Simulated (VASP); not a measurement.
A run of VASP 6.6.1 is set up as follows.

Contents of INCAR:

```
ALGO     = Normal         # electronic algorithm
EDIFF    = 1E-7           # SCF threshold, eV
ENCUT    = 520            # plane-wave cutoff, eV
ISIF     = 2              # what is computed and relaxed
ISMEAR   = -1             # smearing method
LASPH    = True           # aspherical terms in the spheres
LCHARG   = True           # write CHGCAR
LELF     = True           # ELF
LREAL    = False          # projectors in reciprocal space
LVHAR    = True         
LWAVE    = False          # write WAVECAR
NBANDS   = 14             # bands
NELM     = 100            # most SCF steps
PREC     = Accurate       # precision mode
SIGMA    = 0.08           # smearing width, eV
```

Contents of KPOINTS:

```
k-points
0
Gamma
  11 11 11
```

Contents of POSCAR:

```
Br
1.0
    0.0000000000      2.5778272602      2.5778272602
    2.5778272602      0.0000000000      2.5778272602
    2.5778272602      2.5778272602      0.0000000000
Br
2
Direct
   -0.1250000000     -0.1250000000     -0.1250000000
    0.1250000000      0.1250000000      0.1250000000
```

Potentials or basis: VASP PAW LDA potentials, release 64 (Br).

Run with:

```bash
$ cat potpaw_LDA.64/Br/POTCAR > POTCAR
$ mpirun -np 1 vasp_std > vasp.out
```

Question: Predict the band gap on the k mesh.

Answer: Zero (band 7 reaches 11.46 eV, above the bottom of band 8 at 5.56 eV).

Question: Estimate the pressure.

Answer: 95.5 GPa.
